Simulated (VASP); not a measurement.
# Hg (Pm-3n) in VASP: single point with LDA

Aim: the single point of Hg with LDA.

Everything below comes from runs of VASP 6.6.1. Logs are shortened: lines on timing, memory, paths and dates and some standing lists are left out, and cuts for length are marked.

**1. The cell of the first run**

The structure is cubic, space group Pm-3n (No. 223). Conventional cell: a = 5.655 Å, b = 5.655 Å, c = 5.655 Å, α = 90.00°, β = 90.00°, γ = 90.00°. Within 4.2 Å of Hg (site symmetry m-3) lie 12 Hg at 3.16 Å. Hg (site symmetry -4m2) has 14 Hg at 2.83 to 3.46 Å within 3.7 Å.

**2. Single point, LDA**

File INCAR:

```
SYSTEM = Hg
  PREC = Accurate
  ENCUT = 520
  EDIFF = 1E-7
  ISMEAR = -1
  SIGMA = 0.1
  LREAL = .False.
  LASPH = .True.
  NELM = 80
  ALGO = Normal
  ISIF = 2
  LWAVE = .False.
  LCHARG = .False.
  NBANDS = 58
```

File KPOINTS:

```
Automatic mesh
0
Gamma
  6 6 6
  0 0 0
```

File POSCAR:

```
Hg
1.0
    5.6553961609      0.0000000000      0.0000000000
    0.0000000000      5.6553961609      0.0000000000
    0.0000000000      0.0000000000      5.6553961609
Hg
8
Direct
    0.0000000000      1.0000000000      1.0000000000
    0.5000000000      0.5000000000      0.5000000000
    0.2500000000      0.0000000000      0.5000000000
    0.7500000000      0.0000000000      0.5000000000
    0.5000000000      0.2500000000      1.0000000000
    0.5000000000      0.7500000000      1.0000000000
    1.0000000000      0.5000000000      0.2500000000
    1.0000000000      0.5000000000      0.7500000000
```

Potentials or basis: VASP PAW LDA potentials, release 64 (Hg).

On the command line:

```
cat potpaw_LDA.64/Hg/POTCAR > POTCAR
mpirun -np 1 vasp_std > vasp.out
```

OUTCAR:

```text
SYSTEM = Hg
   PREC = Accurate
   ENCUT = 520
   EDIFF = 1E-7
   ISMEAR = -1
   LREAL = .False.
   LASPH = .True.
   NELM = 80
   ISIF = 2

 ion  position               nearest neighbor table
   1  0.000  0.000  0.000-   3 3.16   4 3.16   5 3.16   6 3.16   7 3.16   8 3.16   3 3.16   4 3.16
                             7 3.16   8 3.16   5 3.16   6 3.16
   2  0.500  0.500  0.500-   3 3.16   4 3.16   5 3.16   6 3.16   7 3.16   8 3.16   5 3.16   6 3.16
                             3 3.16   4 3.16   7 3.16   8 3.16
   3  0.250  0.000  0.500-   4 2.83   4 2.83   1 3.16   1 3.16   2 3.16   2 3.16   8 3.46   5 3.46
                             5 3.46   6 3.46   6 3.46   7 3.46   8 3.46   7 3.46
   4  0.750  0.000  0.500-   3 2.83   3 2.83   1 3.16   1 3.16   2 3.16   2 3.16   8 3.46   5 3.46
                             5 3.46   6 3.46   6 3.46   7 3.46   8 3.46   7 3.46
   5  0.500  0.250  0.000-   6 2.83   6 2.83   1 3.16   2 3.16   2 3.16   1 3.16   8 3.46   4 3.46
                             3 3.46   4 3.46   3 3.46   7 3.46   7 3.46   8 3.46
   6  0.500  0.750  0.000-   5 2.83   5 2.83   1 3.16   2 3.16   2 3.16   1 3.16   8 3.46   4 3.46
                             3 3.46   4 3.46   3 3.46   7 3.46   7 3.46   8 3.46
   7  0.000  0.500  0.250-   8 2.83   8 2.83   1 3.16   2 3.16   1 3.16   2 3.16   3 3.46   4 3.46
                             5 3.46   3 3.46   4 3.46   6 3.46   5 3.46   6 3.46
   8  0.000  0.500  0.750-   7 2.83   7 2.83   1 3.16   2 3.16   1 3.16   2 3.16   3 3.46   4 3.46
                             5 3.46   3 3.46   4 3.46   6 3.46   5 3.46   6 3.46

  LATTYP: Found a simple cubic cell.
 ALAT       =     5.6553961609

  Lattice vectors:

 A1 = (   5.6553961609,   0.0000000000,   0.0000000000)
 A2 = (   0.0000000000,   5.6553961609,   0.0000000000)
 A3 = (   0.0000000000,   0.0000000000,   5.6553961609)

Analysis of symmetry for initial positions (statically):
=====================================================================
 Subroutine PRICEL returns:
 Original cell was already a primitive cell.

 Routine SETGRP: Setting up the symmetry group for a
 simple cubic supercell.

 Subroutine GETGRP returns: Found 48 space group operations
 (whereof 24 operations were pure point group operations)
 out of a pool of 48 trial point group operations.

The static configuration has the point symmetry T_h .
 The point group associated with its full space group is O_h .

Analysis of symmetry for dynamics (positions and initial velocities):
=====================================================================
 Subroutine PRICEL returns:
 Original cell was already a primitive cell.

 Routine SETGRP: Setting up the symmetry group for a
 simple cubic supercell.

 Subroutine GETGRP returns: Found 48 space group operations
 (whereof 24 operations were pure point group operations)
 out of a pool of 48 trial point group operations.

The dynamic configuration has the point symmetry T_h .
 The point group associated with its full space group is O_h .

 Subroutine INISYM returns: Found 48 space group operations
 (whereof 24 operations are pure point group operations),
 and found     1 'primitive' translations

----------------------------------------------------------------------------------------

                                     Primitive cell

  volume of cell :     180.8794

  direct lattice vectors                    reciprocal lattice vectors
     5.655396161  0.000000000  0.000000000     0.176822272  0.000000000  0.000000000
     0.000000000  5.655396161  0.000000000     0.000000000  0.176822272  0.000000000
     0.000000000  0.000000000  5.655396161     0.000000000  0.000000000  0.176822272

  length of vectors
     5.655396161  5.655396161  5.655396161     0.176822272  0.176822272  0.176822272

  position of ions in fractional coordinates (direct lattice)
     0.000000000  0.000000000  0.000000000
     0.500000000  0.500000000  0.500000000
     0.250000000  0.000000000  0.500000000
     0.750000000  0.000000000  0.500000000
     0.500000000  0.250000000  0.000000000
     0.500000000  0.750000000  0.000000000
     0.000000000  0.500000000  0.250000000
     0.000000000  0.500000000  0.750000000

  ion indices of the primitive-cell ions
   primitive index   ion index
                 1           1
                 2           2
                 3           3
                 4           4
                 5           5
                 6           6
                 7           7
                 8           8

----------------------------------------------------------------------------------------

 KPOINTS: Automatic mesh

Automatic generation of k-mesh.
 Grid dimensions read from file:
 generate k-points for:    6    6    6

 Generating k-lattice:

  Cartesian coordinates                     Fractional coordinates (reciprocal lattice)
     0.029470379  0.000000000  0.000000000     0.166666667  0.000000000  0.000000000
     0.000000000  0.029470379  0.000000000     0.000000000  0.166666667  0.000000000
     0.000000000  0.000000000  0.029470379     0.000000000  0.000000000  0.166666667

  Length of vectors
     0.029470379  0.029470379  0.029470379

  Shift w.r.t. Gamma in fractional coordinates (k-lattice)
     0.000000000  0.000000000  0.000000000

 Subroutine IBZKPT returns following result:
 ===========================================

 Found     20 irreducible k-points:

 Following reciprocal coordinates:
            Coordinates               Weight
  0.000000  0.000000  0.000000      1.000000
  0.166667  0.000000  0.000000      6.000000
  0.333333  0.000000  0.000000      6.000000
  0.500000  0.000000  0.000000      3.000000
  0.166667  0.166667  0.000000     12.000000
  0.333333  0.166667  0.000000     24.000000
[... 12 lines left out ...]
  0.500000  0.500000  0.333333      6.000000
  0.500000  0.500000  0.500000      1.000000
   k-points           NKPTS =     20   k-points in BZ     NKDIM =     20   number of bands    NBANDS=     58
   number of dos      NEDOS =    301   number of ions     NIONS =      8
   total plane-waves  NPLWV =  74088
   dimension x,y,z NGX =    42 NGY =   42 NGZ =   42
   dimension x,y,z NGXF=    84 NGYF=   84 NGZF=   84
   ions per type =               8
   NGX,Y,Z   is equivalent  to a cutoff of  12.35, 12.35, 12.35 a.u.
   NGXF,Y,Z  is equivalent  to a cutoff of  24.69, 24.69, 24.69 a.u.
 SYSTEM =  Hg
   PREC   = accura    normal or accurate (medium, high low for compatibility)
   ISTART =      0    job   : 0-new  1-cont  2-samecut
   ICHARG =      2    charge: 1-file 2-atom 10-const
   ISPIN  =      1    spin polarized calculation?
   LNONCOLLINEAR =      F non collinear calculations
   LSORBIT =      F    spin-orbit coupling
   LASPH  =      T    aspherical Exc in radial PAW
   ENCUT  =  520.0 eV  38.22 Ry    6.18 a.u.  10.52 10.52 10.52*2*pi/ulx,y,z
   NELM   =     80;   NELMIN=  2; NELMDL= -5     # of ELM steps
   EDIFF  = 0.1E-06   stopping-criterion for ELM
   LREAL  =      F    real-space projection
   EDIFFG = 0.1E-05   stopping-criterion for IOM
   NSW    =      0    number of steps for IOM
   IBRION =     -1    ionic relax: 0-MD 1-quasi-New 2-CG
   NFREE  =      0    steps in history (QN), initial steepest desc. (CG)
   ISIF   =      2    stress and relaxation
   ISYM   =      2    0-nonsym 1-usesym 2-fastsym
   POTIM  = 0.5000    time-step for ionic-motion
   TEBEG  =    0.0;   TEEND  =   0.0 temperature during run
   PSTRESS=    0.0 pullay stress
   NELECT =      96.0000    total number of electrons
   NUPDOWN=      -1.0000    fix difference up-down
   EMIN   =  10.00;   EMAX   =-10.00  energy-range for DOS
   EFERMI =   0.00;   METHOD = LEGACY
   ISMEAR =    -1;   SIGMA  =   0.10  broadening in eV -4-tet -1-fermi 0-gaus
   EFERMI_NEDOS =   21; number of points for ismear=-14 and -15
   IALGO  =     38    algorithm
   IMIX   =      4    mixing-type and parameters
     AMIX     =   0.40;   BMIX     =  1.00
     AMIX_MAG =   1.60;   BMIX_MAG =  1.00
  volume/ion in A,a.u.               =      22.61       152.58
  Fermi-wavevector in a.u.,A,eV,Ry     =   1.325467  2.504769 23.903564  1.756862
  Thomas-Fermi vector in A             =   2.454926
   LORBIT       =      0    0 simple, 1 ext, 2 COOP (PROOUT), +10 PAW based schemes
   GGA     = CA    functional components
   LHFCALC =     F    Hartree Fock is set to
   AEXX    =    0.0000 exact exchange contribution
   IVDW    =     0    specifies the selected vdW correction
   LEPSILON=     F    determine dielectric tensor
   LRPA    =     F    only Hartree local field effects (RPA)
 non-spin polarized calculation
  energy-cutoff  :      520.00
  volume of cell :      180.88
 maximum number of plane-waves:      4945
   NGX = 21   NGY = 21   NGZ = 21

 number of electron      96.0000026 magnetization

 Free energy of the ion-electron system (eV)
  ---------------------------------------------------
  ext. energy  EPLUGINS =         0.00000000
  ---------------------------------------------------
  free energy    TOTEN  =        -7.36534184 eV

  energy without entropy =       -7.28958200  energy(sigma->0) =       -7.32746192

 E-fermi :   2.9334     XC(G=0): -11.4157

 val. band max:        2.9016663057   @ k =   0.1667   0.0000   0.0000
 cond. band min:       3.0131934114   @ k =   0.3333   0.1667   0.1667
 fundamental gap:      0.1115271057
 Fermi energy:         2.9334432632

 k-point     1 :       0.0000    0.0000    0.0000
  band No.  band energies     occupation
      1      -6.6886      2.00000
      2      -5.7731      2.00000
      3      -5.7731      2.00000
      4      -5.2338      2.00000
      5      -4.9643      2.00000
      6      -4.9643      2.00000
[... 50 lines left out ...]
     57       7.4133      0.00000
     58       7.4133      0.00000

 k-point     2 :       0.1667    0.0000    0.0000
  band No.  band energies     occupation
      1      -6.5420      2.00000
      2      -5.7772      2.00000
      3      -5.6583      2.00000
      4      -5.1831      2.00000
      5      -5.1458      2.00000
      6      -4.9335      2.00000
[... 1093 lines left out ...]
      2      -4.8732      2.00000
      3      -4.8732      2.00000
      4      -4.8732      2.00000
      5      -4.8732      2.00000
      6      -4.8732      2.00000
[... 50 lines left out ...]
     57      10.5709      0.00000
     58      10.5709      0.00000

------------------------ aborting loop because EDIFF is reached ----------------------------------------

  FORCE on cell =-STRESS in cart. coord.  units (eV):
  Direction    XX          YY          ZZ          XY          YZ          ZX
  --------------------------------------------------------------------------------------
  -------------------------------------------------------------------------------------
  Total        0.3574309      0.3574309      0.3574309      0.0000000      0.0000000      0.0000000
  in kB        3.1660190      3.1660190      3.1660190      0.0000000      0.0000000      0.0000000
  external PRESSURE =       3.1660190 kB  Pullay stress =       0.0000000 kB

 VOLUME and BASIS-vectors are now :
 -----------------------------------------------------------------------------
  energy-cutoff  :      520.00
  volume of cell :      180.88
      direct lattice vectors                 reciprocal lattice vectors
     5.655396161  0.000000000  0.000000000     0.176822272  0.000000000  0.000000000
     0.000000000  5.655396161  0.000000000     0.000000000  0.176822272  0.000000000
     0.000000000  0.000000000  5.655396161     0.000000000  0.000000000  0.176822272

 POSITION                                       TOTAL-FORCE (eV/Angst)
 -----------------------------------------------------------------------------------
      0.00000      0.00000      0.00000         0.000000      0.000000     -0.000000
      2.82770      2.82770      2.82770         0.000000      0.000000     -0.000000
      1.41385      0.00000      2.82770        -0.000000      0.000000      0.000000
      4.24155      0.00000      2.82770         0.000000     -0.000000     -0.000000
      2.82770      1.41385      0.00000        -0.000000     -0.000000     -0.000000
      2.82770      4.24155      0.00000         0.000000      0.000000     -0.000000
      0.00000      2.82770      1.41385        -0.000000      0.000000      0.000000
      0.00000      2.82770      4.24155         0.000000     -0.000000     -0.000000
 -----------------------------------------------------------------------------------
    total drift:                                0.000000     -0.000000     -0.000000

  FREE ENERGIE OF THE ION-ELECTRON SYSTEM (eV)
  ---------------------------------------------------
  free  energy   TOTEN  =        -7.3653418395 eV

  energy  without entropy=       -7.2895820048  energy(sigma->0) =       -7.32746192
```

Wall time 2.9 min (1 thread of AMD EPYC 7R43 (Zen 3), shared host); peak memory 0.26 GiB.

Results:

```
Free energy            : -7.3653 eV
Pressure               : 0.3 GPa
Band gap on the k mesh : zero (bands 48 and 49 overlap by 1.15 eV)
```

Caveat: spin-orbit coupling is left out, which moves the levels of the heavy elements.
